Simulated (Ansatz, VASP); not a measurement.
## C in VASP and in Ansatz

INCAR

```
SYSTEM = C
PREC     = Accurate       ! precision mode
ENCUT    = 520            ! plane-wave cutoff, eV
EDIFF    = 1E-7           ! SCF threshold, eV
ISMEAR   = 0              ! smearing method
SIGMA    = 0.05           ! smearing width, eV
LREAL    = .False.        ! projectors in reciprocal space
LASPH    = .True.         ! aspherical terms in the spheres
NELM     = 80             ! most SCF steps
ALGO     = Normal         ! electronic algorithm
ISIF     = 2              ! what is computed and relaxed
LWAVE    = .False.        ! write WAVECAR
LCHARG   = .True.         ! write CHGCAR
GGA      = PE             ! functional
LELF     = .True.         ! ELF
LVHAR    = .True.       
NBANDS   = 26             ! bands
```

File KPOINTS:

```
regular mesh
0
Gamma
  12 12 4
  0 0 0
```

Contents of POSCAR:

```
C
1.0
    2.5389641516      0.0000000000      0.0000000000
   -1.2694820758      2.1988074546      0.0000000000
    0.0000000000      0.0000000000      8.3736208784
C
8
Direct
   -0.0082542016     -0.0165084032      0.0929732494
   -0.0082542016     -0.0165084032      0.5929732494
   -0.0082542016     -0.0165084032      0.4070267506
   -0.0082542016     -0.0165084032      0.9070267506
    0.3415875349      0.6831750699      0.1555299995
    0.6749208683      0.3498417365      0.6555299995
    0.3415875349      0.6831750699      0.3444700005
    0.6749208683      0.3498417365      0.8444700005
```

Input for Ansatz:

```yaml
crystal:
  lattice:
    - [2.5389641516, 0.0, 0.0]
    - [-1.2694820758, 2.1988074546, 0.0]
    - [0.0, 0.0, 8.3736208784]
  atoms:
    - { symbol: C, position: [-0.0082542016, -0.0165084032, 0.0929732494] }
    - { symbol: C, position: [-0.0082542016, -0.0165084032, 0.5929732494] }
    - { symbol: C, position: [-0.0082542016, -0.0165084032, 0.4070267506] }
    - { symbol: C, position: [-0.0082542016, -0.0165084032, 0.9070267506] }
    - { symbol: C, position: [0.3415875349, 0.6831750699, 0.1555299995] }
    - { symbol: C, position: [0.6749208683, 0.3498417365, 0.6555299995] }
    - { symbol: C, position: [0.3415875349, 0.6831750699, 0.3444700005] }
    - { symbol: C, position: [0.6749208683, 0.3498417365, 0.8444700005] }
basis:
  ecutwfc: 520.0
kpoints:
  mp_grid: { grid: [12, 12, 4] }
hamiltonian:
  xc: pbe
  pseudopotentials: { kind: paw, azcp: { folder: soft_1 } }
scf:
  occupations: { method: gaussian, width: 0.05 }
output:
  forces: true
  stress: true
  eigenvalues: true
```

Change from the starting cell: mode 14 frozen in at -0.036 Å, equal normal strain along x, y and z +0.0083.

Alike in both runs: task single point; functional PBE; k mesh 12 × 12 × 4; occupations gaussian, width 0.05 eV; no spin polarisation.

|  | VASP | Ansatz |
| --- | --- | --- |
| version | VASP 6.6.1 | Ansatz 0.2.0 |
| potentials or method | VASP PAW PBE potentials, release 64 (C), cutoff 520 eV | scalar-relativistic, plane waves, PAW |
| valence electrons in the cell | 32 | 32 |

```csv
,VASP,Ansatz,Ansatz less VASP
gap on the k mesh at the Fermi level (eV),3.86,3.87,+0.009
least direct gap on the mesh (eV),4.39,4.40,+0.004
pressure (GPa),-7.8,-8.4,-0.55
"traceless stress, the component that is largest in VASP (GPa)",1.39,1.37,-0.026
rms of the force components (eV/Å),1.250,1.239,-0.0106
```

Atom by atom the forces differ by 0.011 eV/Å (rms over components). The functional is the same, so the differences come from potentials, cutoffs and numerics.
